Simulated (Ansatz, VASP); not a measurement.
**Ga2O3 in VASP and in Ansatz**

The input POSCAR:

```
Ga2O3
1.0
    2.4923023535      1.4389314347      4.4806666158
   -2.4923023535      1.4389314347      4.4806666158
    0.0000000000     -2.8778628693      4.4806666158
Ga O
4 6
Direct
    0.3291000620      0.3673651725      0.3538991495
    0.1182953654      0.1565604759      0.1430944529
    0.6182953654      0.6565604759      0.6430944529
    0.8291000620      0.8673651725      0.8538991495
    0.5711611027      0.9383985386      0.2510021325
    0.2675348575      0.5456510290      0.9473758873
    0.9639086123      0.2420247838      0.5546283777
    0.4639086123      0.0456510290      0.7510021325
    0.7675348575      0.4383985386      0.0546283777
    0.0711611027      0.7420247838      0.4473758873
```

The input INCAR.step1:

```
PREC     = Accurate       # precision mode
ENCUT    = 520            # plane-wave cutoff, eV
ISMEAR   = 0              # smearing method
SIGMA    = 0.05           # smearing width, eV
LREAL    = False          # projectors in reciprocal space
LASPH    = True           # aspherical terms in the spheres
NELM     = 80             # most SCF steps
NBANDS   = 55             # bands
GGA      = PE             # functional
ALGO     = Normal         # electronic algorithm
EDIFF    = 1E-4           # SCF threshold, eV
LWAVE    = True           # write WAVECAR
LCHARG   = False          # write CHGCAR
```

INCAR.step2

```
PREC     = Accurate       # precision mode
ENCUT    = 520            # plane-wave cutoff, eV
EDIFF    = 1E-6           # SCF threshold, eV
ISMEAR   = 0              # smearing method
SIGMA    = 0.05           # smearing width, eV
LREAL    = False          # projectors in reciprocal space
LASPH    = True           # aspherical terms in the spheres
NELM     = 80             # most SCF steps
ALGO     = Normal         # electronic algorithm
ISIF     = 2              # what is computed and relaxed
LWAVE    = False          # write WAVECAR
LCHARG   = False          # write CHGCAR
METAGGA  = R2SCAN         # meta-GGA
LMIXTAU  = True         
NBANDS   = 55             # bands
ISTART   = 1
```

File KPOINTS:

```
Automatic mesh
0
Gamma
  6 6 6
```

Input for Ansatz:

```yaml
crystal:
  lattice:
    - [2.4923023535, 1.4389314347, 4.4806666158]
    - [-2.4923023535, 1.4389314347, 4.4806666158]
    - [0.0, -2.8778628693, 4.4806666158]
  atoms:
    - { symbol: Ga, position: [0.329100062, 0.3673651725, 0.3538991495] }
    - { symbol: Ga, position: [0.1182953654, 0.1565604759, 0.1430944529] }
    - { symbol: Ga, position: [0.6182953654, 0.6565604759, 0.6430944529] }
    - { symbol: Ga, position: [0.829100062, 0.8673651725, 0.8538991495] }
    - { symbol: O, position: [0.5711611027, 0.9383985386, 0.2510021325] }
    - { symbol: O, position: [0.2675348575, 0.545651029, 0.9473758873] }
    - { symbol: O, position: [0.9639086123, 0.2420247838, 0.5546283777] }
    - { symbol: O, position: [0.4639086123, 0.045651029, 0.7510021325] }
    - { symbol: O, position: [0.7675348575, 0.4383985386, 0.0546283777] }
    - { symbol: O, position: [0.0711611027, 0.7420247838, 0.4473758873] }
basis:
  ecutwfc: 500
kpoints:
  mp_grid: { grid: [6, 6, 6] }
hamiltonian:
  xc: r2scan
scf:
  occupations: { method: gaussian, width: 0.05 }
output:
  forces: true
  stress: true
  eigenvalues: true
```

Change from the starting cell: all O atoms moved 0.2 Å in one direction.

Alike in both runs: task single point; functional r2SCAN; k mesh 6 × 6 × 6; occupations gaussian, width 0.05 eV; no spin polarisation.

```csv
,VASP,Ansatz
version,VASP 6.6.1,Ansatz 0.2.0
potentials or method,"VASP PAW PBE potentials, release 64 (Ga_d, O), cutoff 520 eV","scalar-relativistic, plane waves, PAW"
valence electrons in the cell,88,88
```

VASP gave:

| Quantity | Value |
| --- | --- |
| gap on the k mesh at the Fermi level (eV) | 3.47 |
| least direct gap on the mesh (eV) | 3.61 |
| pressure (GPa) | 7.4 |
| traceless stress, the component that is largest in VASP (GPa) | 4.61 |
| rms of the force components (eV/Å) | 1.199 |

Task: Estimate Ansatz's values.

Result: gap on the k mesh at the Fermi level (eV): 3.48; least direct gap on the mesh (eV): 3.62; pressure (GPa): 5.4; traceless stress, the component that is largest in VASP (GPa): 4.48; rms of the force components (eV/Å): 1.131.

VASP's potentials were made for PBE, not for r2SCAN. Atom by atom the forces differ by 0.072 eV/Å (rms over components).
